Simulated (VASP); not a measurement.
Write the native input for VASP 6.6.1 that does the following.

| Item | Value |
| --- | --- |
| Task | single point |
| Functional | PBE |
| Potentials or basis | VASP PAW PBE potentials, release 64 (Cr_pv, Ga_d, C, N) |
| Cutoff | 520 eV |
| k mesh | 4 × 4 × 4 |
| Occupations | gaussian, width 0.1 eV |
| Spin | collinear spin, ferromagnetic start |
| Starting moments | [3.0, 0.0, 0.0, 0.0, 0.0, 0.0, 0.0, 0.0, 0.0, 0.0] μB |
| Dipole correction | no |
| Further INCAR settings | ALGO = Normal; EDIFF = 1e-06; NBANDS = 46 |

The structure of CrGaC4N4 lies in POSCAR:

```
CrGaC4N4
1.0
    5.8808898400      0.0000000000      0.0000000000
    0.0000000000      5.8808898400      0.0000000000
    0.0000000000      0.0000000000      5.8808898400
Cr Ga C N
1 1 4 4
Direct
    0.0000000000      0.0000000000      0.0000000000
    0.5000000000      0.5000000000      0.5000000000
    0.1902611400      0.1902611400      0.1902611400
    0.1902611400      0.8097388600      0.8097388600
    0.8097388600      0.1902611400      0.8097388600
    0.8097388600      0.8097388600      0.1902611400
    0.3051246800      0.3051246800      0.3051246800
    0.3051246800      0.6948753200      0.6948753200
    0.6948753200      0.3051246800      0.6948753200
    0.6948753200      0.6948753200      0.3051246800
```

These files were run (other wordings do the same):

INCAR

```
PREC = Accurate
ENCUT = 520
EDIFF = 1E-6
ISMEAR = 0
SIGMA = 0.1
LREAL = F
LASPH = T
NELM = 150
ALGO = Normal
ISIF = 2
LWAVE = F
LCHARG = F
ISPIN = 2
MAGMOM = 3 0 0 0 0 0 0 0 0 0
LORBIT = 11
LMAXMIX = 4
GGA = PE
NBANDS = 46
```

KPOINTS

```
Automatic mesh
0
Gamma
  4 4 4
```

Potentials or basis: VASP PAW PBE potentials, release 64 (Cr_pv, Ga_d, C, N).

Launch:

```console
$ cat potpaw_PBE.64/Cr_pv/POTCAR potpaw_PBE.64/Ga_d/POTCAR potpaw_PBE.64/C/POTCAR potpaw_PBE.64/N/POTCAR > POTCAR
$ mpirun -np 1 vasp_std > vasp.out
```

It gave:

```yaml
Pressure: 1.1 GPa
Largest_force: 3.028 eV/Å
Band_gap_on_the_k_mesh: 0.85 eV
Net_moment: 5.00 μB per cell
Site_moments: Cr +3.26; Ga +0.02; C -0.01; N +0.14 μB
Valence_electrons_inside_the_program's_atomic_spheres: Cr 11.01; Ga 11.49; C 2.58; N 3.92
```

Caveat: a cell with one magnetic atom can't hold antiferromagnetic order, which such compounds often take; forces of over 1 eV/Å act on the atoms, so gaps and moduli don't describe the material at rest.

Run time: 6.5 min on 1 thread of Intel(R) Xeon(R) Platinum 8259CL CPU @ 2.50GHz (Skylake/Cascade Lake), on a shared host, peak memory 0.47 GiB.
